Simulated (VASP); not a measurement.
# Ir (Fm-3m) in VASP: further runs, part 2 of 2

VASP 6.6.1. Earlier steps stand in the parts before.

## (4) Single point, LDA (volume scaled by 0.98)

File INCAR:

```
PREC     = Accurate       # precision mode
ENCUT    = 520            # plane-wave cutoff, eV
EDIFF    = 1E-6           # SCF threshold, eV
ISMEAR   = -1             # smearing method
SIGMA    = 0.05           # smearing width, eV
LREAL    = F              # projectors in reciprocal space
LASPH    = T              # aspherical terms in the spheres
NELM     = 60             # most SCF steps
ALGO     = Fast           # electronic algorithm
ISIF     = 2              # what is computed and relaxed
LWAVE    = F              # write WAVECAR
LCHARG   = F              # write CHGCAR
GGA      = CA             # functional
NBANDS   = 10             # bands
```

File KPOINTS:

```
regular mesh
0
Gamma
  12 12 12
```

File POSCAR:

```
Ir
1.0
    0.0000000000      1.9027432368      1.9027432368
    1.9027432368      0.0000000000      1.9027432368
    1.9027432368      1.9027432368      0.0000000000
Ir
1
Direct
    0.0000000000      0.0000000000      0.0000000000
```

Potentials or basis: VASP PAW LDA potentials, release 64 (Ir).

Launch:

```
> cat potpaw_LDA.64/Ir/POTCAR > POTCAR
> mpirun -np 1 vasp_std > vasp.out
```

OUTCAR:

```text
PREC = Accurate
   ENCUT = 520
   EDIFF = 1E-6
   ISMEAR = -1
   LREAL = F
   LASPH = T
   NELM = 60
   ISIF = 2
   GGA = CA

 ion  position               nearest neighbor table
   1  0.000  0.000  0.000-

  LATTYP: Found a face centered cubic cell.
 ALAT       =     3.8054864736

  Lattice vectors:

 A1 = (   0.0000000000,   1.9027432368,   1.9027432368)
 A2 = (   1.9027432368,   0.0000000000,   1.9027432368)
 A3 = (   1.9027432368,   1.9027432368,   0.0000000000)

Analysis of symmetry for initial positions (statically):
[... 5 lines left out ...]
 face centered cubic supercell.

 Subroutine GETGRP returns: Found 48 space group operations
 (whereof 48 operations were pure point group operations)
 out of a pool of 48 trial point group operations.

The static configuration has the point symmetry O_h .

Analysis of symmetry for dynamics (positions and initial velocities):
[... 5 lines left out ...]
 face centered cubic supercell.

 Subroutine GETGRP returns: Found 48 space group operations
 (whereof 48 operations were pure point group operations)
 out of a pool of 48 trial point group operations.

The dynamic configuration has the point symmetry O_h .

 Subroutine INISYM returns: Found 48 space group operations
 (whereof 48 operations are pure point group operations),
 and found     1 'primitive' translations

----------------------------------------------------------------------------------------

                                     Primitive cell

  volume of cell :      13.7775

  direct lattice vectors                    reciprocal lattice vectors
     0.000000000  1.902743237  1.902743237    -0.262778493  0.262778493  0.262778493
     1.902743237  0.000000000  1.902743237     0.262778493 -0.262778493  0.262778493
     1.902743237  1.902743237  0.000000000     0.262778493  0.262778493 -0.262778493

  length of vectors
     2.690885291  2.690885291  2.690885291     0.455145701  0.455145701  0.455145701

[... 94 lines left out ...]
   EFERMI_NEDOS =   21; number of points for ismear=-14 and -15
   IALGO  =     68    algorithm
   IMIX   =      4    mixing-type and parameters
     AMIX     =   0.40;   BMIX     =  1.00
     AMIX_MAG =   1.60;   BMIX_MAG =  1.00
  volume/ion in A,a.u.               =      13.78        92.98
  Fermi-wavevector in a.u.,A,eV,Ry     =   1.420470  2.684300 27.452962  2.017736
  Thomas-Fermi vector in A             =   2.541382
   LORBIT       =      0    0 simple, 1 ext, 2 COOP (PROOUT), +10 PAW based schemes
   GGA     = CA    functional components
   LHFCALC =     F    Hartree Fock is set to
   AEXX    =    0.0000 exact exchange contribution
   IVDW    =     0    specifies the selected vdW correction
   LEPSILON=     F    determine dielectric tensor
   LRPA    =     F    only Hartree local field effects (RPA)
 non-spin polarized calculation
 RMM-DIIS sequential band-by-band and
  energy-cutoff  :      520.00
  volume of cell :       13.78
 maximum number of plane-waves:       388
   NGX =  9   NGY =  9   NGZ =  9

 number of electron       9.0000001 magnetization

 Free energy of the ion-electron system (eV)
  ---------------------------------------------------
  ext. energy  EPLUGINS =         0.00000000
  ---------------------------------------------------
  free energy    TOTEN  =       -10.34526904 eV

  energy without entropy =      -10.34078396  energy(sigma->0) =      -10.34302650

 E-fermi :  10.8202     XC(G=0): -14.2933

 val. band max:       10.7919342142   @ k =   0.3333   0.0833   0.0000
 cond. band min:      10.8210706921   @ k =  -0.2500   0.0833   0.0000
 fundamental gap:      0.0291364779
 Fermi energy:        10.8201916127

 k-point     1 :       0.0000    0.0000    0.0000
  band No.  band energies     occupation
      1      -0.6089      2.00000
      2       6.7041      2.00000
      3       6.7041      2.00000
      4       6.7041      2.00000
      5       9.5432      2.00000
      6       9.5432      2.00000
      7      25.0732      0.00000
      8      30.7675      0.00000
      9      30.7675      0.00000
     10      30.7675      0.00000
[... 287 lines left out ...]
 k-point    24 :      -0.4167    0.1667    0.0000
  band No.  band energies     occupation
      1       3.3565      2.00000
      2       5.8193      2.00000
      3       7.4679      2.00000
      4       7.6904      2.00000
      5      11.2523      0.00035
      6      14.6923      0.00000
      7      18.2733      0.00000
      8      26.2388      0.00000
      9      28.5763      0.00000
     10      30.6331      0.00000

 [... further k-points ...]
[... 5 lines left out ...]
  --------------------------------------------------------------------------------------
  -------------------------------------------------------------------------------------
  Total        0.3331047      0.3331047      0.3331047      0.0000000      0.0000000      0.0000000
  in kB       38.7365318     38.7365318     38.7365318      0.0000000      0.0000000      0.0000000
  external PRESSURE =      38.7365318 kB  Pullay stress =       0.0000000 kB

 VOLUME and BASIS-vectors are now :
 -----------------------------------------------------------------------------
  energy-cutoff  :      520.00
  volume of cell :       13.78
      direct lattice vectors                 reciprocal lattice vectors
     0.000000000  1.902743237  1.902743237    -0.262778493  0.262778493  0.262778493
     1.902743237  0.000000000  1.902743237     0.262778493 -0.262778493  0.262778493
     1.902743237  1.902743237  0.000000000     0.262778493  0.262778493 -0.262778493

 POSITION                                       TOTAL-FORCE (eV/Angst)
 -----------------------------------------------------------------------------------
      0.00000      0.00000      0.00000         0.000000      0.000000      0.000000
 -----------------------------------------------------------------------------------
    total drift:                                0.000000     -0.000000     -0.000000

  FREE ENERGIE OF THE ION-ELECTRON SYSTEM (eV)
  ---------------------------------------------------
  free  energy   TOTEN  =       -10.3452690444 eV

  energy  without entropy=      -10.3407839564  energy(sigma->0) =      -10.34302650
```

OSZICAR:

```text
N       E                     dE             d eps       ncg     rms          rms(c)
DAV:   1     0.487709028833E+02    0.48771E+02   -0.43109E+03  1450   0.815E+02
DAV:   2    -0.994699562095E+01   -0.58718E+02   -0.55710E+02  1484   0.199E+02
DAV:   3    -0.109454150209E+02   -0.99842E+00   -0.99672E+00  1710   0.316E+01
DAV:   4    -0.109553752762E+02   -0.99603E-02   -0.99588E-02  1644   0.286E+00
DAV:   5    -0.109555675925E+02   -0.19232E-03   -0.19231E-03  1684   0.389E-01    0.168E+01
RMM:   6    -0.104452205225E+02    0.51035E+00   -0.39158E-01  1505   0.785E+00    0.653E+00
RMM:   7    -0.103504834828E+02    0.94737E-01   -0.18185E-01  1521   0.382E+00    0.153E+00
RMM:   8    -0.103511654355E+02   -0.68195E-03   -0.22305E-02  1784   0.189E+00    0.147E+00
RMM:   9    -0.103504811494E+02    0.68429E-03   -0.65552E-03  1818   0.791E-01    0.834E-01
RMM:  10    -0.103456832585E+02    0.47979E-02   -0.38245E-03  1533   0.990E-01    0.864E-01
RMM:  11    -0.103457088927E+02   -0.25634E-04   -0.49285E-04  1605   0.177E-01    0.602E-01
RMM:  12    -0.103456325428E+02    0.76350E-04   -0.52670E-05  1891   0.632E-02    0.541E-01
RMM:  13    -0.103455493968E+02    0.83146E-04   -0.16620E-05  1688   0.487E-02    0.485E-01
RMM:  14    -0.103453052310E+02    0.24417E-03   -0.30707E-04  2433   0.213E-01    0.190E-01
RMM:  15    -0.103452682960E+02    0.36935E-04   -0.84394E-05  2118   0.116E-01    0.402E-02
RMM:  16    -0.103452690444E+02   -0.74844E-06   -0.96235E-06  1859   0.311E-02
   1 F= -.10345269E+02 E0= -.10343027E+02  d E =-.448509E-02
```

stdout:

```text
POSCAR found type information on POSCAR Ir
 POSCAR found :  1 types and       1 ions
 scaLAPACK will be used
 LDA part: xc-table for (Slater(with rela. corr.)+CA(PZ))
 , standard interpolation
 POSCAR, INCAR and KPOINTS ok, starting setup
 FFT: planning ... GRIDC
 FFT: planning ... GRID_SOFT
 FFT: planning ... GRID
 WAVECAR not read
 entering main loop
```

Run time: 8.6 s. Hardware: 1 thread of Intel Xeon 6975P-C, shared host; peak memory 0.13 GiB.

What came out:

* Free energy: -10.3453 eV
* Pressure: 3.9 GPa

Caveat: spin-orbit coupling is left out, which moves the levels of the heavy elements.

## (5) Single point, LDA

File INCAR:

```
PREC     = Accurate       # precision mode
ENCUT    = 520            # plane-wave cutoff, eV
EDIFF    = 1E-6           # SCF threshold, eV
ISMEAR   = -1             # smearing method
SIGMA    = 0.05           # smearing width, eV
LREAL    = False          # projectors in reciprocal space
LASPH    = True           # aspherical terms in the spheres
NELM     = 100            # most SCF steps
ALGO     = Fast           # electronic algorithm
ISIF     = 2              # what is computed and relaxed
LWAVE    = False          # write WAVECAR
LCHARG   = False          # write CHGCAR
GGA      = CA             # functional
NBANDS   = 10             # bands
```

File KPOINTS:

```
Automatic mesh
0
Gamma
  12 12 12
```

File POSCAR:

```
Ir
1.0
    0.0000000000      1.9156000000      1.9156000000
    1.9156000000      0.0000000000      1.9156000000
    1.9156000000      1.9156000000      0.0000000000
Ir
1
Direct
    0.0000000000      0.0000000000      0.0000000000
```

Launch:

```
> cat potpaw_LDA.64/Ir/POTCAR > POTCAR
> mpirun -np 1 vasp_std > vasp.out
```

It took 11 s on 1 thread of Intel Xeon 6975P-C, shared host; peak memory 0.12 GiB.

The run converged. Its results:

```yaml
Free_energy: -10.3452 eV
Pressure: -4.1 GPa
```

Levels at points of the mesh, in eV from the Fermi level:
```tsv
k point	band 1	band 2	band 3	band 4	band 5	band 6	band 7	band 8	band 9
(0.00, 0.00, 0.00)	-11.20	-3.99	-3.99	-3.99	-1.24	-1.24	14.31	19.88	19.88
(0.50, 0.00, 0.00)	-8.21	-4.08	-4.08	-0.76	0.87	0.87	7.29	13.84	19.77
(0.50, 0.50, 0.00)	-8.02	-7.47	0.86	1.45	1.45	1.71	10.57	11.70	11.70
```

Caveat: spin-orbit coupling is left out, which moves the levels of the heavy elements.

## (6) Single point, LDA (volume scaled by 1.04)

File INCAR:

```
PREC     = Accurate       # precision mode
ENCUT    = 520            # plane-wave cutoff, eV
EDIFF    = 1E-6           # SCF threshold, eV
ISMEAR   = -1             # smearing method
SIGMA    = 0.05           # smearing width, eV
LREAL    = F              # projectors in reciprocal space
LASPH    = T              # aspherical terms in the spheres
NELM     = 60             # most SCF steps
ALGO     = Fast           # electronic algorithm
ISIF     = 2              # what is computed and relaxed
LWAVE    = F              # write WAVECAR
LCHARG   = F              # write CHGCAR
GGA      = CA             # functional
NBANDS   = 10             # bands
```

File KPOINTS:

```
regular mesh
0
Gamma
  12 12 12
```

File POSCAR:

```
Ir
1.0
    0.0000000000      1.9408081540      1.9408081540
    1.9408081540      0.0000000000      1.9408081540
    1.9408081540      1.9408081540      0.0000000000
Ir
1
Direct
    0.0000000000      0.0000000000      0.0000000000
```

Potentials or basis: VASP PAW LDA potentials, release 64 (Ir).

Launch:

```
> cat potpaw_LDA.64/Ir/POTCAR > POTCAR
> mpirun -np 1 vasp_std > vasp.out
```

It took 10 s on 1 thread of Intel Xeon 6975P-C, shared host; peak memory 0.13 GiB.

It converged, with:

```yaml
Free_energy: -10.3060 eV
Pressure: -17.9 GPa
```

Levels at points of the mesh, in eV from the Fermi level:
```
           k point  band 2  band 3  band 4  band 5  band 6  band 7
(0.00, 0.00, 0.00)   -3.75   -3.75   -3.75   -1.16   -1.16   14.39
(0.50, 0.00, 0.00)   -3.83   -3.83   -0.65    0.81    0.81    6.90
(0.50, 0.50, 0.00)   -7.03    0.80    1.35    1.35    1.72   10.04
```

Caveat: spin-orbit coupling is left out, which moves the levels of the heavy elements.

## (7) The runs side by side

| task | level | potentials or basis | cell | cutoff (eV) | gap on the mesh (eV) | pressure (GPa) |
| --- | --- | --- | --- | --- | --- | --- |
| relaxation of cell and atoms | BLYP+D3(BJ) | VASP PAW PBE potentials, release 64 (Ir) | relaxed from a = 2.709 Å, angles 60.0°, 1 atom | 600 | none | 0.0 |
| single point | LDA | VASP PAW LDA potentials, release 64 (Ir) | a = 2.672 Å, angles 60.0°, 1 atom | 520 | none | 13.2 |
| single point | LDA | VASP PAW LDA potentials, release 64 (Ir) | a = 2.691 Å, angles 60.0°, 1 atom | 520 | none | 3.9 |
| single point | LDA | VASP PAW LDA potentials, release 64 (Ir) | a = 2.709 Å, angles 60.0°, 1 atom | 520 | none | -4.1 |
| single point | LDA | VASP PAW LDA potentials, release 64 (Ir) | a = 2.745 Å, angles 60.0°, 1 atom | 520 | none | -17.9 |

Alike in all rows: no spin polarisation; k mesh 12 × 12 × 12; smearing fermi-dirac 0.05 eV.

Caveats: spin-orbit coupling is left out, which moves the levels of the heavy elements; the PAW data sets were made with another functional, which shifts forces and pressure a little (some runs); pairwise dispersion overbinds metals, which lowers pressure and volume (some runs).

Total energies depend on the potentials used, so only differences within one code and one set of settings carry meaning.
